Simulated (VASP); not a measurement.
# SiC8 in VASP: single point with PBE+D3(BJ)

Aim: the single point of SiC8 with PBE+D3(BJ).

All numbers are computed with VASP 6.6.1; they aren't measurements. Logs are shortened: lines on timing, memory, paths and dates and some standing lists are left out, and cuts for length are marked.

### 1 The cell of the first run

The cell holds a slab with vacuum, 9 atoms: a = 4.931 Å, b = 4.931 Å, c = 17.400 Å, α = 90.00°, β = 90.00°, γ = 120.00°.

### 2 Single point, PBE+D3(BJ), collinear spin

Input file INCAR:

```
SYSTEM = SiC8
PREC = Accurate
ENCUT = 520
EDIFF = 1E-6
ISMEAR = 0
SIGMA = 0.1
LREAL = .False.
LASPH = .True.
NELM = 150
ALGO = Normal
ISIF = 2
LWAVE = .False.
LCHARG = .False.
ISPIN = 2
MAGMOM = 0 0 0 0 0 0 0 0 2
LORBIT = 11
LDIPOL = .True.
IDIPOL = 3
DIPOL = 0.5 0.5 0.252
GGA = PE
IVDW = 12
NBANDS = 32
```

Input file KPOINTS:

```
regular mesh
0
Gamma
  6 6 1
  0 0 0
```

Input file POSCAR:

```
SiC8
1.0
    4.9313048819      0.0000000000      0.0000000000
   -2.4656524409      4.2706353015      0.0000000000
    0.0000000000      0.0000000000     17.4000331942
C Si
8 1
Direct
    0.3333333333      0.1666666667      0.2298865266
    0.3333333333      0.6666666667      0.2298865266
    0.8333333333      0.1666666667      0.2298865266
    0.8333333333      0.6666666667      0.2298865266
    0.1666666667      0.3333333333      0.2298846189
    0.1666666667      0.8333333333      0.2298846189
    0.6666666667      0.3333333333      0.2298846189
    0.6666666667      0.8333333333      0.2298846189
    0.5000000000      0.2500000000      0.4252884527
```

Potentials or basis: VASP PAW PBE potentials, release 64 (C, Si).

Command:

```sh
$ cat potpaw_PBE.64/C/POTCAR potpaw_PBE.64/Si/POTCAR > POTCAR
$ mpirun -np 1 vasp_std > vasp.out
```

OUTCAR:

```text
SYSTEM = SiC8
   PREC = Accurate
   ENCUT = 520
   EDIFF = 1E-6
   ISMEAR = 0
   LREAL = .False.
   LASPH = .True.
   NELM = 150
   ISIF = 2
   ISPIN = 2
   LORBIT = 11
   GGA = PE
   IVDW = 12
 IVDW          = 12

 ion  position               nearest neighbor table
   1  0.333  0.167  0.230-   5 1.42   6 1.42   7 1.42
   2  0.333  0.667  0.230-   6 1.42   5 1.42   8 1.42
   3  0.833  0.167  0.230-   7 1.42   8 1.42   5 1.42
   4  0.833  0.667  0.230-   8 1.42   7 1.42   6 1.42
   5  0.167  0.333  0.230-   1 1.42   2 1.42   3 1.42
   6  0.167  0.833  0.230-   2 1.42   1 1.42   4 1.42
   7  0.667  0.333  0.230-   3 1.42   4 1.42   1 1.42
   8  0.667  0.833  0.230-   4 1.42   3 1.42   2 1.42
   9  0.500  0.250  0.425-

  LATTYP: Found a hexagonal cell.
 ALAT       =     4.9313048819
 C/A-ratio  =     3.5284845717

  Lattice vectors:

 A1 = (   4.9313048819,   0.0000000000,   0.0000000000)
 A2 = (  -2.4656524409,   4.2706353015,   0.0000000000)
 A3 = (   0.0000000000,   0.0000000000,  17.4000331942)

Analysis of symmetry for initial positions (statically):
=====================================================================
 Subroutine PRICEL returns:
 Original cell was already a primitive cell.

 Routine SETGRP: Setting up the symmetry group for a
 hexagonal supercell.

 Subroutine GETGRP returns: Found  4 space group operations
 (whereof  2 operations were pure point group operations)
 out of a pool of 24 trial point group operations.

The static configuration has the point symmetry C_1h.
 The point group associated with its full space group is C_2v.

Analysis of symmetry for dynamics (positions and initial velocities):
=====================================================================
 Subroutine PRICEL returns:
 Original cell was already a primitive cell.

 Routine SETGRP: Setting up the symmetry group for a
 hexagonal supercell.

 Subroutine GETGRP returns: Found  4 space group operations
 (whereof  2 operations were pure point group operations)
 out of a pool of 24 trial point group operations.

The dynamic configuration has the point symmetry C_1h.
 The point group associated with its full space group is C_2v.

Analysis of structural, dynamic, and magnetic symmetry:
=====================================================================
 Subroutine PRICEL returns:
 Original cell was already a primitive cell.

 Routine SETGRP: Setting up the symmetry group for a
 hexagonal supercell.

 Subroutine GETGRP returns: Found  4 space group operations
 (whereof  2 operations were pure point group operations)
 out of a pool of 24 trial point group operations.

The overall configuration has the point symmetry C_1h.
 The point group associated with its full space group is C_2v.

 Subroutine INISYM returns: Found  4 space group operations
 (whereof  2 operations are pure point group operations),
 and found     1 'primitive' translations

----------------------------------------------------------------------------------------

                                     Primitive cell

  volume of cell :     366.4413

  direct lattice vectors                    reciprocal lattice vectors
     4.931304882  0.000000000  0.000000000     0.202786083  0.117078599  0.000000000
    -2.465652441  4.270635301  0.000000000     0.000000000  0.234157199  0.000000000
     0.000000000  0.000000000 17.400033194     0.000000000  0.000000000  0.057471155

  length of vectors
     4.931304882  4.931304882 17.400033194     0.234157199  0.234157199  0.057471155

  position of ions in fractional coordinates (direct lattice)
     0.333333333  0.166666667  0.229886527
     0.333333333  0.666666667  0.229886527
     0.833333333  0.166666667  0.229886527
     0.833333333  0.666666667  0.229886527
     0.166666667  0.333333333  0.229884619
     0.166666667  0.833333333  0.229884619
     0.666666667  0.333333333  0.229884619
     0.666666667  0.833333333  0.229884619
     0.500000000  0.250000000  0.425288453

  ion indices of the primitive-cell ions
   primitive index   ion index
                 1           1
                 2           2
                 3           3
                 4           4
                 5           5
                 6           6
                 7           7
                 8           8
                 9           9

----------------------------------------------------------------------------------------

 KPOINTS: regular mesh

Automatic generation of k-mesh.
 Grid dimensions read from file:
 generate k-points for:    6    6    1

 Generating k-lattice:

  Cartesian coordinates                     Fractional coordinates (reciprocal lattice)
     0.033797680  0.019513100  0.000000000     0.166666667  0.000000000  0.000000000
     0.000000000  0.039026200  0.000000000     0.000000000  0.166666667  0.000000000
     0.000000000  0.000000000  0.057471155     0.000000000  0.000000000  1.000000000

  Length of vectors
     0.039026200  0.039026200  0.057471155

  Shift w.r.t. Gamma in fractional coordinates (k-lattice)
     0.000000000  0.000000000  0.000000000

 Subroutine IBZKPT returns following result:
 ===========================================

 Found     13 irreducible k-points:

 Following reciprocal coordinates:
            Coordinates               Weight
  0.000000  0.000000  0.000000      1.000000
  0.166667 -0.000000  0.000000      2.000000
  0.000000  0.166667  0.000000      4.000000
  0.333333 -0.000000  0.000000      2.000000
  0.000000  0.333333  0.000000      4.000000
  0.500000 -0.000000  0.000000      1.000000
  0.000000  0.500000  0.000000      2.000000
  0.166667  0.166667  0.000000      4.000000
 -0.166667  0.333333  0.000000      2.000000
  0.333333  0.166667  0.000000      4.000000
 -0.166667  0.500000  0.000000      4.000000
  0.500000  0.333333  0.000000      4.000000
  0.333333  0.333333  0.000000      2.000000
   k-points           NKPTS =     13   k-points in BZ     NKDIM =     13   number of bands    NBANDS=     32
   number of dos      NEDOS =    301   number of ions     NIONS =      9
   total plane-waves  NPLWV = 224000
   dimension x,y,z NGX =    40 NGY =   40 NGZ =  140
   dimension x,y,z NGXF=    80 NGYF=   80 NGZF=  280
   ions per type =               8   1
   NGX,Y,Z   is equivalent  to a cutoff of  13.48, 13.48, 13.38 a.u.
   NGXF,Y,Z  is equivalent  to a cutoff of  26.97, 26.97, 26.75 a.u.
 SYSTEM =  SiC8
   PREC   = accura    normal or accurate (medium, high low for compatibility)
   ISTART =      0    job   : 0-new  1-cont  2-samecut
   ICHARG =      2    charge: 1-file 2-atom 10-const
   ISPIN  =      2    spin polarized calculation?
   LNONCOLLINEAR =      F non collinear calculations
   LSORBIT =      F    spin-orbit coupling
   LASPH  =      T    aspherical Exc in radial PAW
   ENCUT  =  520.0 eV  38.22 Ry    6.18 a.u.   9.17  9.17 32.35*2*pi/ulx,y,z
   NELM   =    150;   NELMIN=  2; NELMDL= -5     # of ELM steps
   EDIFF  = 0.1E-05   stopping-criterion for ELM
   LREAL  =      F    real-space projection
   EDIFFG = 0.1E-04   stopping-criterion for IOM
   NSW    =      0    number of steps for IOM
   IBRION =     -1    ionic relax: 0-MD 1-quasi-New 2-CG
   NFREE  =      0    steps in history (QN), initial steepest desc. (CG)
   ISIF   =      2    stress and relaxation
   ISYM   =      2    0-nonsym 1-usesym 2-fastsym
   POTIM  = 0.5000    time-step for ionic-motion
   TEBEG  =    0.0;   TEEND  =   0.0 temperature during run
   PSTRESS=    0.0 pullay stress
   NELECT =      36.0000    total number of electrons
   NUPDOWN=      -1.0000    fix difference up-down
   EMIN   =  10.00;   EMAX   =-10.00  energy-range for DOS
   EFERMI =   0.00;   METHOD = LEGACY
   ISMEAR =     0;   SIGMA  =   0.10  broadening in eV -4-tet -1-fermi 0-gaus
   EFERMI_NEDOS =   21; number of points for ismear=-14 and -15
   IALGO  =     38    algorithm
   IMIX   =      4    mixing-type and parameters
     AMIX     =   0.40;   BMIX     =  1.00
     AMIX_MAG =   1.60;   BMIX_MAG =  1.00
  volume/ion in A,a.u.               =      40.72       274.76
  Fermi-wavevector in a.u.,A,eV,Ry     =   0.755395  1.427490  7.763781  0.570622
  Thomas-Fermi vector in A             =   1.853280
   LORBIT       =     11    0 simple, 1 ext, 2 COOP (PROOUT), +10 PAW based schemes
   GGA     = PE    functional components
   LHFCALC =     F    Hartree Fock is set to
   AEXX    =    0.0000 exact exchange contribution
   IVDW    =    12    specifies the selected vdW correction
   LEPSILON=     F    determine dielectric tensor
   LRPA    =     F    only Hartree local field effects (RPA)
 spin polarized calculation
 Gauss-broadening in eV      SIGMA  =   0.10
  energy-cutoff  :      520.00
  volume of cell :      366.44
 maximum number of plane-waves:      9900
 NGX is ok and might be reduce to    40
   NGX = 19   NGY = 19   NGZ = 65

 dipolmoment           0.000000      0.000000     -0.001400 electrons x Angstroem

 number of electron      35.9999997 magnetization       1.9696969

 dipolmoment           0.000000      0.000000      0.041131 electrons x Angstroem

 Free energy of the ion-electron system (eV)
  ---------------------------------------------------
  ext. energy  EPLUGINS =         0.00000000
  ---------------------------------------------------
  free energy    TOTEN  =       -74.91275901 eV

  energy without entropy =      -74.88346438  energy(sigma->0) =      -74.89811170

 E-fermi :  -2.0082     XC(G=0):  -3.5035

 val. band max:       -2.0129502134   @ k =   0.5000   0.3333   0.0000
 cond. band min:      -2.0078529573   @ k =   0.5000  -0.0000   0.0000
 fundamental gap:      0.0050972561
 Fermi energy:        -2.0081761418

 spin component 1

 k-point     1 :       0.0000    0.0000    0.0000
  band No.  band energies     occupation
      1     -21.5376      1.00000
      2     -16.3007      1.00000
      3     -16.2944      1.00000
      4     -16.2885      1.00000
      5     -15.2548      1.00000
      6     -15.2528      1.00000
[... 418 lines left out ...]
     29       4.3693      0.00000
     30       4.6766      0.00000
 Fermi energy:        -2.0081761418

 spin component 2

 k-point     1 :       0.0000    0.0000    0.0000
  band No.  band energies     occupation
      1     -21.5349      1.00000
      2     -16.2992      1.00000
      3     -16.2919      1.00000
      4     -16.2834      1.00000
      5     -15.2521      1.00000
      6     -15.2497      1.00000
[... 418 lines left out ...]
     29       4.6583      0.00000
     30       5.3265      0.00000
 [bands above 30 left out]

------------------------ aborting loop because EDIFF is reached ----------------------------------------

 vacuum level on the upper side and lower side of the slab       (xc-potential included)        -0.072        -0.351

 Edisp (eV)   -0.96013

 E8    (eV) :    -0.3088

  FORCE on cell =-STRESS in cart. coord.  units (eV):
  Direction    XX          YY          ZZ          XY          YZ          ZX
  --------------------------------------------------------------------------------------
  -------------------------------------------------------------------------------------
  Total      -0.55119    -0.53520    -0.18509    -0.01385     0.00000     0.00000
  in kB      -2.40995    -2.34005    -0.80925    -0.06054     0.00000     0.00000
  external pressure =       -1.85 kB  Pullay stress =        0.00 kB

 VOLUME and BASIS-vectors are now :
 -----------------------------------------------------------------------------
  energy-cutoff  :      520.00
  volume of cell :      366.44
      direct lattice vectors                 reciprocal lattice vectors
     4.931304882  0.000000000  0.000000000     0.202786083  0.117078599  0.000000000
    -2.465652441  4.270635301  0.000000000     0.000000000  0.234157199  0.000000000
     0.000000000  0.000000000 17.400033194     0.000000000  0.000000000  0.057471155

 POSITION                                       TOTAL-FORCE (eV/Angst)
 -----------------------------------------------------------------------------------
      1.23283      0.71177      4.00003        -0.042998     -0.024825      0.035876
     -0.00000      2.84709      4.00003         0.011385      0.006573      0.022067
      3.69848      0.71177      4.00003         0.048346      0.000595     -0.019309
      2.46565      2.84709      4.00003         0.024689      0.041571     -0.019309
      0.00000      1.42355      4.00000        -0.048346     -0.000595     -0.019309
     -1.23283      3.55886      4.00000        -0.024689     -0.041571     -0.019309
      2.46565      1.42355      4.00000         0.042998      0.024825      0.035876
      1.23283      3.55886      4.00000        -0.011385     -0.006573      0.022067
      1.84924      1.06766      7.40003         0.000000     -0.000000     -0.038650
 -----------------------------------------------------------------------------------
    total drift:                                0.000003      0.000002     -0.000088

  FREE ENERGIE OF THE ION-ELECTRON SYSTEM (eV)
  ---------------------------------------------------
  free  energy   TOTEN  =       -75.8728863203 eV

  energy  without entropy=      -75.8435916817  energy(sigma->0) =      -75.85823900

 vacuum level on the upper side and lower side of the slab         2.265         2.026

 total charge

# of ion       s       p       d       tot
------------------------------------------
    1        0.864   1.785   0.000   2.648
    2        0.863   1.786   0.000   2.649
    3        0.863   1.787   0.000   2.649
    4        0.863   1.787   0.000   2.649
    5        0.863   1.787   0.000   2.649
    6        0.863   1.787   0.000   2.649
    7        0.864   1.785   0.000   2.648
    8        0.863   1.786   0.000   2.649
    9        0.952   0.551   0.000   1.503
--------------------------------------------------
tot          7.856  14.839   0.000  22.695

 magnetization (x)

# of ion       s       p       d       tot
------------------------------------------
    1        0.001  -0.001   0.000  -0.000
    2        0.000   0.001   0.000   0.001
    3        0.000   0.002   0.000   0.002
    4        0.000   0.002   0.000   0.002
    5        0.000   0.002   0.000   0.002
    6        0.000   0.002   0.000   0.002
    7        0.001  -0.001   0.000  -0.000
    8        0.000   0.001   0.000   0.001
    9        0.007   0.545   0.000   0.552
--------------------------------------------------
tot          0.010   0.551   0.000   0.561
```

Run time: 10 min. Hardware: 1 thread of Intel Xeon Platinum 8259CL at 2.50GHz (Skylake/Cascade Lake), shared host; peak memory 0.78 GiB.

Results:

```
Free energy                                           : -75.8729 eV
Largest force                                         : 0.061 eV/Å
Band gap on the k mesh                                : zero (filled and empty bands overlap)
Net moment                                            : 1.97 μB per cell
Site moments                                          : C -0.00, +0.00 (each value once); Si +0.55 μB
Valence electrons inside the program's atomic spheres : C 2.65; Si 1.50
Dispersion energy per atom                            : -0.107 eV
```

Forces in eV/Å, atoms in the order of the input:
```
C   -0.043 -0.025  0.036
C    0.011  0.007  0.022
C    0.048  0.001 -0.019
C    0.025  0.042 -0.019
C   -0.048 -0.001 -0.019
C   -0.025 -0.042 -0.019
C    0.043  0.025  0.036
C   -0.011 -0.007  0.022
Si   0.000  0.000 -0.039
```

Levels at points of the mesh, in eV from the Fermi level:
Spin up:
| k point | band 15 | band 16 | band 17 | band 18 | band 19 | band 20 | band 21 | band 22 | band 23 | band 24 |
| --- | --- | --- | --- | --- | --- | --- | --- | --- | --- | --- |
| (0.00, 0.00, 0.00) | -2.42 | -2.39 | -2.36 | -0.34 | 0.35 | 0.42 | 1.67 | 1.69 | 1.72 | 3.50 |
| (0.50, 0.00, 0.00) | -5.06 | -2.79 | -2.76 | -0.88 | 0.00 | 0.15 | 2.80 | 2.80 | 4.89 | 5.03 |
| (0.00, 0.50, 0.00) | -5.05 | -2.78 | -2.78 | -0.89 | -0.01 | 0.16 | 2.80 | 2.80 | 4.90 | 5.02 |
Spin down:
```
           k point  band 15  band 16  band 17  band 18  band 19  band 20
(0.00, 0.00, 0.00)    -2.40    -2.38    -2.36     1.14     1.50     1.57
(0.50, 0.00, 0.00)    -5.05    -2.77    -2.75     0.46     1.67     1.73
(0.00, 0.50, 0.00)    -5.05    -2.76    -2.76     0.48     1.66     1.71
```

Caveat: a moment this small can come from the mesh or the smearing.
